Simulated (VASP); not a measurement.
# KBr (Pm-3m) in VASP: notebook, part 2 of 2

VASP 6.6.1. Earlier steps stand in the parts before.

### Step 7. Single point, HSE06

POSCAR

```
KBr
1.0
    3.9763218101      0.0000000000      0.0000000000
    0.0000000000      3.9763218101      0.0000000000
    0.0000000000      0.0000000000      3.9763218101
K Br
1 1
Direct
    0.0000000000      0.0000000000      0.0000000000
    0.5000000000      0.5000000000      0.5000000000
```

INCAR.step1

```
PREC     = Accurate       # precision mode
ENCUT    = 520            # plane-wave cutoff, eV
EDIFF    = 1E-5           # SCF threshold, eV
ISMEAR   = 0              # smearing method
SIGMA    = 0.01           # smearing width, eV
LREAL    = False          # projectors in reciprocal space
LASPH    = True           # aspherical terms in the spheres
NELM     = 100            # most SCF steps
ALGO     = Normal         # electronic algorithm
ISIF     = 2              # what is computed and relaxed
LWAVE    = True           # write WAVECAR
NBANDS   = 15             # bands
GGA      = PE             # functional
```

INCAR.step2

```
PREC     = Accurate       # precision mode
ENCUT    = 520            # plane-wave cutoff, eV
EDIFF    = 1E-6           # SCF threshold, eV
ISMEAR   = 0              # smearing method
SIGMA    = 0.01           # smearing width, eV
LREAL    = False          # projectors in reciprocal space
LASPH    = True           # aspherical terms in the spheres
NELM     = 100            # most SCF steps
ALGO     = Normal         # electronic algorithm
ISIF     = 2              # what is computed and relaxed
LWAVE    = False          # write WAVECAR
LCHARG   = True           # write CHGCAR
GGA      = PE             # functional
LHFCALC  = True           # exact exchange
HFSCREEN = 0.2079         # screening, 1/A
PRECFOCK = Normal       
LELF     = True           # ELF
LVHAR    = True         
NBANDS   = 15             # bands
ISTART   = 1
```

KPOINTS

```
Automatic mesh
0
Gamma
  4 4 4
```

Potentials or basis: VASP PAW PBE potentials, release 64 (K_sv, Br).

Launch:

```bash
> cat potpaw_PBE.64/K_sv/POTCAR potpaw_PBE.64/Br/POTCAR > POTCAR
> cp INCAR.step1 INCAR
> mpirun -np 1 vasp_std > vasp.out
> cp INCAR.step2 INCAR
> mpirun -np 1 vasp_std > vasp.out
```

OUTCAR:

```text
PREC = Accurate
   ENCUT = 520
   EDIFF = 1E-6
   ISMEAR = 0
   LREAL = False
   LASPH = True
   NELM = 100
   ISIF = 2
   GGA = PE
   LHFCALC = True
   HFSCREEN = 0.2079
   PRECFOCK = Normal
   ISTART = 1

 ion  position               nearest neighbor table
   1  0.000  0.000  0.000-
   2  0.500  0.500  0.500-

  LATTYP: Found a simple cubic cell.
 ALAT       =     3.9763218101

  Lattice vectors:

[... 356 lines left out ...]
     14       9.9090      0.00000
     15      11.8945      0.00000

------------------------ aborting loop because EDIFF is reached ----------------------------------------

  FORCE on cell =-STRESS in cart. coord.  units (eV):
  Direction    XX          YY          ZZ          XY          YZ          ZX
  --------------------------------------------------------------------------------------
  -------------------------------------------------------------------------------------
  Total        0.2023801      0.2023801      0.2023801      0.0000000      0.0000000     -0.0000000
  in kB        5.1574362      5.1574362      5.1574362      0.0000000      0.0000000     -0.0000000
  external PRESSURE =       5.1574362 kB  Pullay stress =       0.0000000 kB

 VOLUME and BASIS-vectors are now :
 -----------------------------------------------------------------------------
  energy-cutoff  :      520.00
  volume of cell :       62.87
      direct lattice vectors                 reciprocal lattice vectors
     3.976321810  0.000000000  0.000000000     0.251488699  0.000000000  0.000000000
     0.000000000  3.976321810  0.000000000     0.000000000  0.251488699  0.000000000
     0.000000000  0.000000000  3.976321810     0.000000000  0.000000000  0.251488699

 POSITION                                       TOTAL-FORCE (eV/Angst)
 -----------------------------------------------------------------------------------
      0.00000      0.00000      0.00000         0.000000      0.000000      0.000000
      1.98816      1.98816      1.98816         0.000000      0.000000      0.000000
 -----------------------------------------------------------------------------------
    total drift:                               -0.000000     -0.000000     -0.000000

  FREE ENERGIE OF THE ION-ELECTRON SYSTEM (eV)
  ---------------------------------------------------
  free  energy   TOTEN  =        -7.0230635408 eV

  energy  without entropy=       -7.0230635408  energy(sigma->0) =       -7.02306354
```

OUTCAR.step1:

```text
PREC = Accurate
   ENCUT = 520
   EDIFF = 1E-5
   ISMEAR = 0
   LREAL = False
[... 386 lines left out ...]
      0.00000      0.00000      0.00000         0.000000      0.000000      0.000000
      1.98816      1.98816      1.98816         0.000000      0.000000      0.000000
 -----------------------------------------------------------------------------------
    total drift:                                0.000000      0.000000     -0.000000

  FREE ENERGIE OF THE ION-ELECTRON SYSTEM (eV)
  ---------------------------------------------------
  free  energy   TOTEN  =        -6.0651391379 eV

  energy  without entropy=       -6.0651391379  energy(sigma->0) =       -6.06513914
```

OSZICAR.step1:

```text
N       E                     dE             d eps       ncg     rms          rms(c)
DAV:   1     0.944052669198E+02    0.94405E+02   -0.70036E+03   300   0.954E+02
DAV:   2    -0.101029907045E+01   -0.95416E+02   -0.89446E+02   398   0.228E+02
DAV:   3    -0.608034497331E+01   -0.50700E+01   -0.50477E+01   412   0.462E+01
DAV:   4    -0.625793748511E+01   -0.17759E+00   -0.17758E+00   437   0.742E+00
DAV:   5    -0.625938572379E+01   -0.14482E-02   -0.14482E-02   426   0.766E-01    0.280E+00
DAV:   6    -0.609013294774E+01    0.16925E+00   -0.14635E-01   363   0.223E+00    0.209E+00
DAV:   7    -0.606192807675E+01    0.28205E-01   -0.87994E-02   377   0.191E+00    0.983E-01
DAV:   8    -0.606477442986E+01   -0.28464E-02   -0.13608E-02   345   0.841E-01    0.100E-01
DAV:   9    -0.606499673456E+01   -0.22230E-03   -0.42873E-04   413   0.164E-01    0.780E-02
DAV:  10    -0.606513606038E+01   -0.13933E-03   -0.17907E-04   314   0.942E-02    0.127E-02
DAV:  11    -0.606513913794E+01   -0.30776E-05   -0.10835E-05   328   0.230E-02
   1 F= -.60651391E+01 E0= -.60651391E+01  d E =-.149657E-57
```

Wall time 3.1 min (1 thread of Intel Xeon 6975P-C (Granite Rapids), shared host); peak memory 0.27 GiB.

Results:

```yaml
Free_energy: -7.0231 eV
Pressure: 0.5 GPa
Band_gap_on_the_k_mesh: 5.19 eV, indirect (least direct gap 5.49 eV)
```

Caveat: the PAW data sets were made with another functional, which shifts forces and pressure a little.

### Step 8. Summary

| level | potentials or basis | k mesh | grid for exact exchange (PRECFOCK) | screening parameter | gap on the mesh (eV) | pressure (GPa) |
| --- | --- | --- | --- | --- | --- | --- |
| LDA | VASP PAW LDA potentials, release 64 (K_sv, Br) | 4 × 4 × 4 | - | - | 3.63 | -2.0 |
| PBE | VASP PAW PBE potentials, release 64 (K_sv, Br) | 4 × 4 × 4 | - | - | 4.02 | 0.9 |
| r2SCAN | VASP PAW PBE potentials, release 64 (K_sv, Br) | 4 × 4 × 4 | - | - | 4.77 | 0.0 |
| r2SCAN | VASP PAW PBE potentials, release 64 (K_sv, Br) | 6 × 6 × 6 | - | - | 4.77 | 0.0 |
| HSE06 | VASP PAW PBE potentials, release 64 (K_sv, Br) | 4 × 4 × 4 | Normal | 0.2079 1/Å | 5.19 | 0.5 |

Alike in all rows: task single point; no spin polarisation; cell as given; cutoff (eV) 520; smearing gaussian 0.01 eV.

Caveats: the PAW data sets were made with another functional, which shifts forces and pressure a little (some runs).

Absolute energies hang on the potentials; compare differences alone.
